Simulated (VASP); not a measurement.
The system is ScSbTe4.

```
Sc Sb Te
1.0
     6.21959    0.00000    0.00000
    -3.10979    5.38632    0.00000
     0.00000    0.00000    5.39013
Sc Sb Te
1 1 4
Direct
  0.66667 0.33333 0.00000
  0.00000 0.00000 0.00000
  0.33333 0.66667 0.00000
  0.50321 0.49679 0.50000
  0.50321 0.00642 0.50000
  0.99358 0.49679 0.50000
```

The cell was built from a structure type or drawn by symmetry, and may not be a known phase.

| Quantity | Value |
| --- | --- |
| Program | VASP 6.6.1 |
| Task | relaxation of cell and atoms |
| Functional | PBE |
| Potentials or basis | VASP PAW PBE potentials, release 64 (Sc_sv, Sb, Te) |
| Cutoff | 600 eV |
| k mesh | 6 × 6 × 8 |
| Occupations | gaussian, width 0.1 eV |
| Spin | no spin polarisation |

At the start: pressure -0.5 GPa; volume 30.10 Å³/atom.

**Question.** How do energy, volume and symmetry change on relaxing?

**Answer.** Over 7 steps the energy falls by 5.2 meV/atom and the volume is 29.81 Å³/atom (-1.0 %); space group P-6m2 (No. 187, to 0.1 Å) before and after.

Step by step:
```
step  energy change (eV)  largest force (eV/Å)  pressure (GPa)  volume (Å³)
   1              0.0000                0.0200           -0.51       180.57
   2             -0.0200                0.1105            0.18       178.06
   3             -0.0221                0.1445            0.52       176.99
   4             -0.0307                0.0622            0.11       178.41
   5             -0.0310                0.0363            0.02       178.80
   6             -0.0311                0.0389            0.02       178.77
   7             -0.0313                0.0074           -0.01       178.86
```

Final structure:
```
CELL_PARAMETERS angstrom
6.11986 0.00000 0.00000
-3.05993 5.29995 0.00000
0.00000 0.00000 5.51431
ATOMIC_POSITIONS crystal
Sc 0.66667 0.33333 0.00000
Sb 0.00000 0.00000 0.00000
Te 0.33333 0.66667 0.00000
Te 0.50196 0.49804 0.50000
Te 0.50196 0.00391 0.50000
Te 0.99609 0.49804 0.50000
```
